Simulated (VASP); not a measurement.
# Na (P1) in VASP: a series of runs

Na is run at these levels: PBEsol; tasks: single point.

Everything below comes from runs of VASP 6.6.1. Logs are shortened: lines on timing, memory, paths and dates and some standing lists are left out, and cuts for length are marked.

## 1. The cell of the first run

The typed cell holds 24 atoms: a = 8.097 Å, b = 4.529 Å, c = 26.047 Å, α = 90.00°, β = 90.00°, γ = 90.00°.

## 2. Single point, PBEsol (atoms moved at random)

File INCAR:

```
SYSTEM = Na
GGA      = PS             ! functional
ISMEAR   = 1              ! smearing method
SIGMA    = 0.1            ! smearing width, eV
LWAVE    = .False.        ! write WAVECAR
LCHARG   = .False.        ! write CHGCAR
ISIF     = 2              ! what is computed and relaxed
ISYM     = 0            
PREC     = Normal         ! precision mode
LASPH    = .True.         ! aspherical terms in the spheres
LREAL    = Auto         
ALGO     = Normal         ! electronic algorithm
EDIFF    = 1E-6           ! SCF threshold, eV
NELM     = 120            ! most SCF steps
GGA_COMPAT= .False.      
ENCUT    = 300            ! plane-wave cutoff, eV
ROPT     = -0.00025
```

File KPOINTS:

```
k-points
0
Gamma
  2 4 1
```

File POSCAR:

```
Na
1.0
    8.0972300000      0.0000000000      0.0000000000
    0.0000000000      4.5287480000      0.0000000000
    0.0000000000      0.0000000000     26.0469420000
Na
24
Direct
    0.4791200000      0.7625350000      0.2243170000
    0.4779380000      0.7518540000      0.5565310000
    0.4772420000      0.7470500000      0.8885880000
    0.9822700000      0.7686430000      0.2789310000
    0.9781790000      0.7518670000      0.6107120000
    0.9774700000      0.7423990000      0.9436070000
    0.5224960000      0.2600410000      0.1098160000
    0.5239670000      0.2515420000      0.4441240000
    0.5222640000      0.2564190000      0.7777790000
    0.0207360000      0.2475260000      0.0556780000
    0.0211060000      0.2447470000      0.3896330000
    0.0228000000      0.2581580000      0.7220860000
    0.3429940000      0.7486850000      0.0270110000
    0.3453090000      0.7531720000      0.3609180000
    0.3359510000      0.7498860000      0.6927270000
    0.8452280000      0.7461630000      0.1395680000
    0.8444950000      0.7478870000      0.4706430000
    0.8461330000      0.7558720000      0.8071660000
    0.6501880000      0.2536320000      0.3062160000
    0.6569360000      0.2435540000      0.6402550000
    0.6494770000      0.2443310000      0.9719630000
    0.1531090000      0.2356100000      0.1924350000
    0.1491870000      0.2451530000      0.5257520000
    0.1581040000      0.2507840000      0.8601620000
```

Potentials or basis: VASP PAW PBE potentials, release 64 (Na_pv).

Command:

```console
cat potpaw_PBE.64/Na_pv/POTCAR > POTCAR
mpirun -np 8 vasp_std > vasp.out
```

OUTCAR:

```text
SYSTEM = Na
   GGA = PS
   ISMEAR = 1
   ISIF = 2
   ISYM = 0
   PREC = Normal
   LASPH = .True.
   LREAL = Auto
   EDIFF = 1E-6
   NELM = 120
   ENCUT = 300

 Found      6 irreducible k-points:

 Following reciprocal coordinates:
            Coordinates               Weight
  0.000000  0.000000  0.000000      1.000000
  0.500000  0.000000  0.000000      1.000000
  0.000000  0.250000  0.000000      2.000000
  0.500000  0.250000  0.000000      2.000000
  0.000000  0.500000  0.000000      1.000000
  0.500000  0.500000  0.000000      1.000000
   k-points           NKPTS =      6   k-points in BZ     NKDIM =      6   number of bands    NBANDS=    104
   number of dos      NEDOS =    301   number of ions     NIONS =     24
   total plane-waves  NPLWV =  80640
   dimension x,y,z NGX =    36 NGY =   20 NGZ =  112
   dimension x,y,z NGXF=    72 NGYF=   40 NGZF=  224
   ions per type =              24
   NGX,Y,Z   is equivalent  to a cutoff of   7.39,  7.34,  7.15 a.u.
   NGXF,Y,Z  is equivalent  to a cutoff of  14.78, 14.68, 14.30 a.u.
 SYSTEM =  Na
   PREC   = normal    normal or accurate (medium, high low for compatibility)
   ISTART =      0    job   : 0-new  1-cont  2-samecut
   ICHARG =      2    charge: 1-file 2-atom 10-const
   ISPIN  =      1    spin polarized calculation?
   LNONCOLLINEAR =      F non collinear calculations
   LSORBIT =      F    spin-orbit coupling
   LASPH  =      T    aspherical Exc in radial PAW
   ENCUT  =  300.0 eV  22.05 Ry    4.70 a.u.  11.44  6.40 36.79*2*pi/ulx,y,z
   NELM   =    120;   NELMIN=  2; NELMDL= -5     # of ELM steps
   EDIFF  = 0.1E-05   stopping-criterion for ELM
   LREAL  =      T    real-space projection
   EDIFFG = 0.1E-04   stopping-criterion for IOM
   NSW    =      0    number of steps for IOM
   IBRION =     -1    ionic relax: 0-MD 1-quasi-New 2-CG
   NFREE  =      0    steps in history (QN), initial steepest desc. (CG)
   ISIF   =      2    stress and relaxation
   ISYM   =      0    0-nonsym 1-usesym 2-fastsym
   POTIM  = 0.5000    time-step for ionic-motion
   TEBEG  =    0.0;   TEEND  =   0.0 temperature during run

   SCALEE = 1.0000    scale energy and forces
   PSTRESS=    0.0 pullay stress
   NELECT =     168.0000    total number of electrons
   NUPDOWN=      -1.0000    fix difference up-down
   EMIN   =  10.00;   EMAX   =-10.00  energy-range for DOS
   EFERMI =   0.00;   METHOD = LEGACY
   ISMEAR =     1;   SIGMA  =   0.10  broadening in eV -4-tet -1-fermi 0-gaus
   EFERMI_NEDOS =   21; number of points for ismear=-14 and -15
   IALGO  =     38    algorithm
   IMIX   =      4    mixing-type and parameters
     AMIX     =   0.40;   BMIX     =  1.00
     AMIX_MAG =   1.60;   BMIX_MAG =  1.00
  volume/ion in A,a.u.               =      39.80       268.57
  Fermi-wavevector in a.u.,A,eV,Ry     =   0.917249  1.733350 11.447215  0.841347
  Thomas-Fermi vector in A             =   2.042197
   LORBIT       =      0    0 simple, 1 ext, 2 COOP (PROOUT), +10 PAW based schemes
   GGA     = PS    functional components
   LHFCALC =     F    Hartree Fock is set to
   AEXX    =    0.0000 exact exchange contribution
   IVDW    =     0    specifies the selected vdW correction
   LEPSILON=     F    determine dielectric tensor
   LRPA    =     F    only Hartree local field effects (RPA)

   CSHIFT  =0.1000    complex shift for real part using Kramers Kronig

   OMEGAMAX=  -1.0    maximum frequency
 non-spin polarized calculation
 Methfessel and Paxton  Order N= 1 SIGMA  =   0.10
  energy-cutoff  :      300.00
  volume of cell :      955.15
 maximum number of plane-waves:     11297
   NGX = 23   NGY = 13   NGZ = 73

 number of electron     168.0000252 magnetization

 Free energy of the ion-electron system (eV)
  ---------------------------------------------------
  ext. energy  EPLUGINS =         0.00000000
  ---------------------------------------------------
  free energy    TOTEN  =       -31.47998044 eV

  energy without entropy =      -31.47195801  energy(sigma->0) =      -31.47730630

 E-fermi :   0.0105     XC(G=0):  -6.3045

 val. band max:       -0.0395656021   @ k =   0.5000   0.2500   0.0000
 cond. band min:       0.0361672992   @ k =   0.0000   0.2500   0.0000
 fundamental gap:      0.0757329013
 Fermi energy:         0.0104588607

 k-point     1 :       0.0000    0.0000    0.0000
  band No.  band energies     occupation
      1     -24.8288      2.00000
      2     -24.8286      2.00000
      3     -24.8273      2.00000
      4     -24.8238      2.00000
      5     -24.8232      2.00000
      6     -24.8212      2.00000
[... 88 lines left out ...]
     95       1.4002     -0.00000
     96       2.2892      0.00000

 k-point     2 :       0.5000    0.0000    0.0000
  band No.  band energies     occupation
      1     -24.8292      2.00000
      2     -24.8287      2.00000
      3     -24.8275      2.00000
      4     -24.8246      2.00000
      5     -24.8225      2.00000
      6     -24.8211      2.00000
[... 88 lines left out ...]
     95       2.2197      0.00000
     96       2.2253      0.00000

 k-point     3 :       0.0000    0.2500    0.0000
  band No.  band energies     occupation
      1     -24.8288      2.00000
      2     -24.8282      2.00000
      3     -24.8267      2.00000
      4     -24.8247      2.00000
      5     -24.8238      2.00000
      6     -24.8228      2.00000
[... 88 lines left out ...]
     95       1.4841     -0.00000
     96       1.6418     -0.00000

 k-point     4 :       0.5000    0.2500    0.0000
  band No.  band energies     occupation
      1     -24.8292      2.00000
      2     -24.8286      2.00000
      3     -24.8274      2.00000
      4     -24.8246      2.00000
      5     -24.8242      2.00000
      6     -24.8229      2.00000
[... 88 lines left out ...]
     95       1.8104     -0.00000
     96       1.8247     -0.00000

 k-point     5 :       0.0000    0.5000    0.0000
  band No.  band energies     occupation
      1     -24.8301      2.00000
      2     -24.8287      2.00000
      3     -24.8280      2.00000
      4     -24.8262      2.00000
      5     -24.8255      2.00000
      6     -24.8232      2.00000
[... 88 lines left out ...]
     95       1.4160     -0.00000
     96       1.4200     -0.00000

 k-point     6 :       0.5000    0.5000    0.0000
  band No.  band energies     occupation
      1     -24.8293      2.00000
      2     -24.8283      2.00000
      3     -24.8277      2.00000
      4     -24.8256      2.00000
      5     -24.8254      2.00000
      6     -24.8237      2.00000
[... 88 lines left out ...]
     95       1.1755     -0.00000
     96       1.1780     -0.00000
 [bands above 96 left out]

------------------------ aborting loop because EDIFF is reached ----------------------------------------

  FORCE on cell =-STRESS in cart. coord.  units (eV):
  Direction    XX          YY          ZZ          XY          YZ          ZX
  --------------------------------------------------------------------------------------
  -------------------------------------------------------------------------------------
  Total        1.3627667     -0.4918534     -3.2636190      0.0498503     -0.0123756      0.0998396
  in kB        2.2859185     -0.8250398     -5.4744269      0.0836193     -0.0207590      0.1674720
  external PRESSURE =      -1.3378494 kB  Pullay stress =       0.0000000 kB

 VOLUME and BASIS-vectors are now :
 -----------------------------------------------------------------------------
  energy-cutoff  :      300.00
  volume of cell :      955.15
      direct lattice vectors                 reciprocal lattice vectors
     8.097230000  0.000000000  0.000000000     0.123499024  0.000000000  0.000000000
     0.000000000  4.528748000  0.000000000     0.000000000  0.220811580  0.000000000
     0.000000000  0.000000000 26.046942000     0.000000000  0.000000000  0.038392223

 POSITION                                       TOTAL-FORCE (eV/Angst)
 -----------------------------------------------------------------------------------
      3.87954      3.45333      5.84277        -0.037503     -0.041394     -0.098552
      3.86997      3.40496     14.49593        -0.029446     -0.021756     -0.065841
      3.86434      3.38320     23.14500        -0.021701      0.011289     -0.047511
      7.95367      3.48099      7.26530        -0.033334     -0.071902      0.036491
      7.92054      3.40502     15.90718        -0.031531     -0.018711      0.028632
      7.91480      3.36214     24.57808        -0.031180      0.019600      0.061729
[... 16 lines left out ...]
      1.20800      1.11024     13.69423         0.043186      0.024551     -0.056561
      1.28020      1.13574     22.40459        -0.010399     -0.014999     -0.063530
 -----------------------------------------------------------------------------------
    total drift:                                0.037818      0.009319      0.001591

  FREE ENERGIE OF THE ION-ELECTRON SYSTEM (eV)
  ---------------------------------------------------
  free  energy   TOTEN  =       -31.4799804441 eV

  energy  without entropy=      -31.4719580052  energy(sigma->0) =      -31.47730630
```

Run time: 13 s. Hardware: 8 MPI ranks of Intel Xeon 6975P-C (Granite Rapids), shared host; peak memory 0.14 GiB.

What came out:

- Free energy: -31.4800 eV
- Pressure: -0.1 GPa
- Largest force: 0.113 eV/Å
- Band gap on the k mesh: zero (bands 84 and 85 overlap by 1.18 eV)

Forces in eV/Å, atoms in the order of the input:
```
Na  -0.038 -0.041 -0.099
Na  -0.029 -0.022 -0.066
Na  -0.022  0.011 -0.048
Na  -0.033 -0.072  0.036
Na  -0.032 -0.019  0.029
Na  -0.031  0.020  0.062
Na   0.020 -0.030  0.072
Na   0.002 -0.003  0.060
Na   0.014 -0.021  0.020
Na   0.004  0.001 -0.066
Na   0.028  0.039 -0.075
Na  -0.006 -0.021 -0.026
Na  -0.011  0.014 -0.069
Na  -0.013 -0.021 -0.045
Na   0.044  0.014 -0.044
Na  -0.016  0.009  0.073
Na  -0.020 -0.002  0.085
Na  -0.001 -0.005  0.048
Na   0.060  0.027  0.086
Na  -0.018  0.027  0.073
Na   0.040  0.010  0.066
Na   0.024  0.076 -0.055
Na   0.043  0.025 -0.057
Na  -0.010 -0.015 -0.064
```

Stress tensor (GPa, compression positive):
```
 0.23  0.01  0.02
 0.01 -0.08  0.00
 0.02  0.00 -0.55
```

Caveat: the k points lie up to 0.39 Å⁻¹ apart, too coarse for converged energies and pressures of a metal; the cell differs from its parent crystal (atoms moved at random); the cutoff is under 1.25 times the usual one of these potentials, so pressure, stress and relaxed cells hold a basis-set (Pulay) error; the PAW data sets were made with another functional, which shifts forces and pressure a little.

## 3. Single point, PBEsol (atoms moved at random)

Changes to INCAR since step 2:

```diff
@@ -8,5 +8,5 @@
 ISYM     = 0            
-PREC     = Normal         ! precision mode
+PREC     = Accurate       ! precision mode
 LASPH    = .True.         ! aspherical terms in the spheres
-LREAL    = Auto         
+LREAL    = .False.        ! projectors in reciprocal space
 ALGO     = Normal         ! electronic algorithm
@@ -15,3 +15,2 @@
 GGA_COMPAT= .False.      
-ENCUT    = 300            ! plane-wave cutoff, eV
-ROPT     = -0.00025
+ENCUT    = 420            ! plane-wave cutoff, eV
```

KPOINTS is that of step 2.

POSCAR is that of step 2.

Potentials or basis: VASP PAW PBE potentials, release 64 (Na_pv).

Command:

```console
cat potpaw_PBE.64/Na_pv/POTCAR > POTCAR
mpirun -np 8 vasp_std > vasp.out
```

Run time: 80 s. Hardware: 8 MPI ranks of Intel Xeon 6975P-C (Granite Rapids), shared host; peak memory 0.23 GiB.

The run converged. Its results:

| Quantity | Value |
| --- | --- |
| Free energy | -31.5279 eV |
| Pressure | -0.3 GPa |
| Largest force | 0.114 eV/Å |
| Band gap on the k mesh | zero (bands 84 and 85 overlap by 1.18 eV) |

Forces in eV/Å, atoms in the order of the input:
```
Na  -0.034 -0.040 -0.101
Na  -0.024 -0.020 -0.065
Na  -0.015  0.006 -0.048
Na  -0.038 -0.077  0.038
Na  -0.026 -0.015  0.028
Na  -0.024  0.015  0.059
Na   0.016 -0.025  0.073
Na   0.001 -0.002  0.060
Na   0.012 -0.014  0.019
Na   0.006 -0.002 -0.066
Na   0.028  0.034 -0.075
Na  -0.010 -0.016 -0.024
Na  -0.015  0.013 -0.072
Na  -0.018 -0.016 -0.045
Na   0.050  0.014 -0.042
Na  -0.021  0.006  0.075
Na  -0.024 -0.002  0.087
Na  -0.004  0.000  0.048
Na   0.056  0.029  0.086
Na  -0.010  0.025  0.073
Na   0.035  0.006  0.067
Na   0.028  0.077 -0.056
Na   0.037  0.020 -0.054
Na  -0.007 -0.014 -0.065
```

Stress tensor (GPa, compression positive):
```
 0.09  0.01  0.02
 0.01 -0.22  0.00
 0.02  0.00 -0.69
```

Levels at points of the mesh, in eV from the Fermi level:
| k point | band 81 | band 82 | band 83 | band 84 | band 85 | band 86 | band 87 | band 88 |
| --- | --- | --- | --- | --- | --- | --- | --- | --- |
| (0.00, 0.00, 0.00) | -0.63 | -0.58 | -0.57 | -0.42 | -0.41 | 0.08 | 0.09 | 0.21 |
| (0.50, 0.00, 0.00) | -1.54 | -1.53 | -0.51 | -0.51 | -0.38 | -0.37 | 1.05 | 1.06 |
| (0.00, 0.50, 0.00) | -0.29 | -0.28 | 0.76 | 0.77 | 0.78 | 0.79 | 0.91 | 0.92 |
| (0.50, 0.50, 0.00) | -0.39 | -0.38 | -0.38 | -0.37 | 0.25 | 0.26 | 0.26 | 0.27 |

Caveat: the k points lie up to 0.39 Å⁻¹ apart, too coarse for converged energies and pressures of a metal; the cell differs from its parent crystal (atoms moved at random); the PAW data sets were made with another functional, which shifts forces and pressure a little.

The gap in the log of VASP goes by the Fermi energy; the results here count the filled bands.